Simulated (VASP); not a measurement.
# Ti (Fm-3m) in VASP: further runs

Ti is run at these levels: PBEsol; tasks: single point.

Program: VASP 6.6.1. These are calculated values, not measurements. Logs are shortened: lines on timing, memory, paths and dates and some standing lists are left out, and cuts for length are marked.

### 1 The cell of the first run

Symmetry: Fm-3m, No. 225, cubic system. The conventional cell has a = 3.949 Å, b = 3.949 Å, c = 3.949 Å, α = 90.00°, β = 90.00°, γ = 90.00°. Within 3.7 Å of Ti (site symmetry m-3m) lie 12 Ti at 2.79 Å.

### 2 Single point, PBEsol

INCAR reads:

```
PREC = Accurate
ENCUT = 520
EDIFF = 1E-7
ISMEAR = -1
SIGMA = 0.1
LREAL = False
LASPH = True
NELM = 60
ALGO = Normal
ISIF = 2
LWAVE = False
LCHARG = False
GGA = PS
NBANDS = 12
```

KPOINTS reads:

```
regular mesh
0
Gamma
  12 12 12
```

POSCAR reads:

```
Ti
1.0
    0.0000000000      1.9743553172      1.9743553172
    1.9743553172      0.0000000000      1.9743553172
    1.9743553172      1.9743553172      0.0000000000
Ti
1
Direct
    0.0000000000      0.0000000000      0.0000000000
```

Potentials or basis: VASP PAW PBE potentials, release 64 (Ti_sv).

Command:

```
$ cat potpaw_PBE.64/Ti_sv/POTCAR > POTCAR
$ mpirun -np 1 vasp_std > vasp.out
```

OUTCAR:

```text
PREC = Accurate
   ENCUT = 520
   EDIFF = 1E-7
   ISMEAR = -1
   LREAL = False
   LASPH = True
   NELM = 60
   ISIF = 2
   GGA = PS

 ion  position               nearest neighbor table
   1  0.000  0.000  0.000-

  LATTYP: Found a face centered cubic cell.
 ALAT       =     3.9487106344

  Lattice vectors:

 A1 = (   0.0000000000,   1.9743553172,   1.9743553172)
 A2 = (   1.9743553172,   0.0000000000,   1.9743553172)
 A3 = (   1.9743553172,   1.9743553172,   0.0000000000)

Analysis of symmetry for initial positions (statically):
=====================================================================
 Subroutine PRICEL returns:
 Original cell was already a primitive cell.

 Routine SETGRP: Setting up the symmetry group for a
 face centered cubic supercell.

 Subroutine GETGRP returns: Found 48 space group operations
 (whereof 48 operations were pure point group operations)
 out of a pool of 48 trial point group operations.

The static configuration has the point symmetry O_h .

Analysis of symmetry for dynamics (positions and initial velocities):
=====================================================================
 Subroutine PRICEL returns:
 Original cell was already a primitive cell.

 Routine SETGRP: Setting up the symmetry group for a
 face centered cubic supercell.

 Subroutine GETGRP returns: Found 48 space group operations
 (whereof 48 operations were pure point group operations)
 out of a pool of 48 trial point group operations.

The dynamic configuration has the point symmetry O_h .

 Subroutine INISYM returns: Found 48 space group operations
 (whereof 48 operations are pure point group operations),
 and found     1 'primitive' translations

----------------------------------------------------------------------------------------

                                     Primitive cell

  volume of cell :      15.3924

  direct lattice vectors                    reciprocal lattice vectors
     0.000000000  1.974355317  1.974355317    -0.253247222  0.253247222  0.253247222
     1.974355317  0.000000000  1.974355317     0.253247222 -0.253247222  0.253247222
     1.974355317  1.974355317  0.000000000     0.253247222  0.253247222 -0.253247222

  length of vectors
     2.792160067  2.792160067  2.792160067     0.438637056  0.438637056  0.438637056

  position of ions in fractional coordinates (direct lattice)
     0.000000000  0.000000000  0.000000000

  ion indices of the primitive-cell ions
[... 75 lines left out ...]
   LREAL  =      F    real-space projection
   EDIFFG = 0.1E-05   stopping-criterion for IOM
   NSW    =      0    number of steps for IOM
   IBRION =     -1    ionic relax: 0-MD 1-quasi-New 2-CG
   NFREE  =      0    steps in history (QN), initial steepest desc. (CG)
   ISIF   =      2    stress and relaxation
   ISYM   =      2    0-nonsym 1-usesym 2-fastsym
   POTIM  = 0.5000    time-step for ionic-motion
   TEBEG  =    0.0;   TEEND  =   0.0 temperature during run
   PSTRESS=    0.0 pullay stress
   NELECT =      12.0000    total number of electrons
   NUPDOWN=      -1.0000    fix difference up-down
   EMIN   =  10.00;   EMAX   =-10.00  energy-range for DOS
   EFERMI =   0.00;   METHOD = LEGACY
   ISMEAR =    -1;   SIGMA  =   0.10  broadening in eV -4-tet -1-fermi 0-gaus
   EFERMI_NEDOS =   21; number of points for ismear=-14 and -15
   IALGO  =     38    algorithm
   IMIX   =      4    mixing-type and parameters
     AMIX     =   0.40;   BMIX     =  1.00
     AMIX_MAG =   1.60;   BMIX_MAG =  1.00
  volume/ion in A,a.u.               =      15.39       103.87
  Fermi-wavevector in a.u.,A,eV,Ry     =   1.506722  2.847293 30.888118  2.270213
  Thomas-Fermi vector in A             =   2.617403
   LORBIT       =      0    0 simple, 1 ext, 2 COOP (PROOUT), +10 PAW based schemes
   GGA     = PS    functional components
   LHFCALC =     F    Hartree Fock is set to
   AEXX    =    0.0000 exact exchange contribution
   IVDW    =     0    specifies the selected vdW correction
   LEPSILON=     F    determine dielectric tensor
   LRPA    =     F    only Hartree local field effects (RPA)
 non-spin polarized calculation
  energy-cutoff  :      520.00
  volume of cell :       15.39
 maximum number of plane-waves:       432
 NGX is ok and might be reduce to    24
   NGX = 11   NGY = 11   NGZ = 11

 number of electron      11.9999999 magnetization

 Free energy of the ion-electron system (eV)
  ---------------------------------------------------
  ext. energy  EPLUGINS =         0.00000000
  ---------------------------------------------------
  free energy    TOTEN  =        -8.27102563 eV

  energy without entropy =       -8.22186006  energy(sigma->0) =       -8.24644284

 E-fermi :   9.4381     XC(G=0): -12.2249

 val. band max:        9.4354474849   @ k =   0.5000   0.3333   0.1667
 cond. band min:       9.4539179001   @ k =   0.1667   0.1667   0.0000
 fundamental gap:      0.0184704152
 Fermi energy:         9.4381238072

 k-point     1 :       0.0000    0.0000    0.0000
  band No.  band energies     occupation
      1     -46.8493      2.00000
      2     -22.6306      2.00000
      3     -22.6306      2.00000
      4     -22.6306      2.00000
      5       3.0716      2.00000
      6      10.3785      0.00016
      7      10.3785      0.00016
      8      10.3785      0.00016
      9      12.2959      0.00000
     10      12.2959      0.00000
     11      25.3711      0.00000
     12      30.4127      0.00000
[... 331 lines left out ...]
 k-point    24 :      -0.4167    0.1667    0.0000
  band No.  band energies     occupation
      1     -46.6271      2.00000
      2     -23.5340      2.00000
      3     -22.9374      2.00000
      4     -22.7906      2.00000
      5       7.2697      2.00000
      6       9.0304      1.96667
      7      10.0281      0.00546
      8      10.8119      0.00000
      9      13.3140      0.00000
     10      15.1119      0.00000
     11      18.9443      0.00000
     12      24.4806      0.00000

 [... further k-points ...]
[... 5 lines left out ...]
  --------------------------------------------------------------------------------------
  -------------------------------------------------------------------------------------
  Total        0.9909363      0.9909363      0.9909363     -0.0000000      0.0000000      0.0000000
  in kB      103.1455250    103.1455250    103.1455250     -0.0000000      0.0000000      0.0000000
  external PRESSURE =     103.1455250 kB  Pullay stress =       0.0000000 kB

 VOLUME and BASIS-vectors are now :
 -----------------------------------------------------------------------------
  energy-cutoff  :      520.00
  volume of cell :       15.39
      direct lattice vectors                 reciprocal lattice vectors
     0.000000000  1.974355317  1.974355317    -0.253247222  0.253247222  0.253247222
     1.974355317  0.000000000  1.974355317     0.253247222 -0.253247222  0.253247222
     1.974355317  1.974355317  0.000000000     0.253247222  0.253247222 -0.253247222

 POSITION                                       TOTAL-FORCE (eV/Angst)
 -----------------------------------------------------------------------------------
      0.00000      0.00000      0.00000         0.000000     -0.000000      0.000000
 -----------------------------------------------------------------------------------
    total drift:                               -0.000000     -0.000000      0.000000

  FREE ENERGIE OF THE ION-ELECTRON SYSTEM (eV)
  ---------------------------------------------------
  free  energy   TOTEN  =        -8.2710256263 eV

  energy  without entropy=       -8.2218600556  energy(sigma->0) =       -8.24644284
```

OSZICAR:

```text
N       E                     dE             d eps       ncg     rms          rms(c)
DAV:   1     0.859134764973E+02    0.85913E+02   -0.65372E+03  1740   0.124E+03
DAV:   2    -0.516255469122E+01   -0.91076E+02   -0.88427E+02  1760   0.300E+02
DAV:   3    -0.911538843741E+01   -0.39528E+01   -0.39065E+01  2292   0.641E+01
DAV:   4    -0.920503436681E+01   -0.89646E-01   -0.89557E-01  1916   0.876E+00
DAV:   5    -0.920737731100E+01   -0.23429E-02   -0.23429E-02  2100   0.125E+00    0.989E+00
DAV:   6    -0.827082560214E+01    0.93655E+00   -0.18663E+00  1872   0.209E+01    0.276E+00
DAV:   7    -0.825699325683E+01    0.13832E-01   -0.11692E-01  2088   0.419E+00    0.142E+00
DAV:   8    -0.827073058741E+01   -0.13737E-01   -0.48144E-02  1784   0.262E+00    0.168E-01
DAV:   9    -0.827092553832E+01   -0.19495E-03   -0.42287E-03  2120   0.711E-01    0.100E-01
DAV:  10    -0.827104600088E+01   -0.12046E-03   -0.35688E-04  1864   0.206E-01    0.213E-02
DAV:  11    -0.827102588627E+01    0.20115E-04   -0.28934E-05  2040   0.645E-02    0.964E-03
DAV:  12    -0.827102541717E+01    0.46910E-06   -0.10313E-06  1912   0.121E-02    0.267E-03
DAV:  13    -0.827102569859E+01   -0.28142E-06   -0.71789E-07  2088   0.809E-03    0.210E-03
DAV:  14    -0.827102562632E+01    0.72270E-07   -0.56377E-08  1296   0.303E-03
   1 F= -.82710256E+01 E0= -.82464428E+01  d E =-.491656E-01
```

It took 15 s on 1 thread of AMD EPYC 7R13 (Zen 3), shared host; peak memory 0.11 GiB.

Results:

```
Free energy            : -8.2710 eV
Pressure               : 10.3 GPa
Band gap on the k mesh : zero (band 6 reaches 10.38 eV, above the bottom of band 7 at 9.02 eV)
```

Levels at points of the mesh, in eV from the Fermi level:
```tsv
k point	band 4	band 5	band 6	band 7	band 8	band 9
(0.00, 0.00, 0.00)	-32.07	-6.37	0.94	0.94	0.94	2.86
(0.50, 0.00, 0.00)	-32.19	-2.89	0.78	0.78	0.99	4.15
(0.50, 0.50, 0.00)	-32.41	-3.04	-2.08	3.45	4.13	4.49
```

Caveat: the PAW data sets were made with another functional, which shifts forces and pressure a little.

(Part 1 of 2 ends here.)
